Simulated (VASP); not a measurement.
Input of a VASP 6.6.1 run:

INCAR

```
SYSTEM = Zr
PREC = Accurate
ENCUT = 520
EDIFF = 1E-6
ISMEAR = 0
SIGMA = 0.15
LREAL = .FALSE.
LASPH = .TRUE.
NELM = 80
ALGO = Fast
ISIF = 2
LWAVE = .FALSE.
LCHARG = .FALSE.
NBANDS = 19
```

File KPOINTS:

```
regular mesh
0
G
  18 18 10
  0 0 0
```

File POSCAR:

```
Zr
1.0
    3.2319982225      0.0000000000     -0.0484799733
   -1.6159991112      2.7989925657      0.0242399867
   -0.0772050000      0.0000000000      5.1470000000
Zr
2
Direct
    0.3333333333      0.6666666667      0.2500000000
    0.6666666667      0.3333333333      0.7500000000
```

Potentials or basis: VASP PAW LDA potentials, release 64 (Zr_sv).

Run with:

```console
$ cat potpaw_LDA.64/Zr_sv/POTCAR > POTCAR
$ mpirun -np 1 vasp_std > vasp.out
```

Question: Estimate the band gap on the k mesh.

Answer: Zero (bands 12 and 13 overlap by 1.19 eV).

Question: Predict the pressure.

Answer: -6.0 GPa.

Forces on the atoms (eV/Å):
```
Zr   0.000  0.003  0.000
Zr   0.000 -0.003  0.000
```

Caveat: the cell differs from its parent crystal (strain -0.0300 x Voigt [0, 0, 0, 0, 1, 0]); the cell stands under tension.
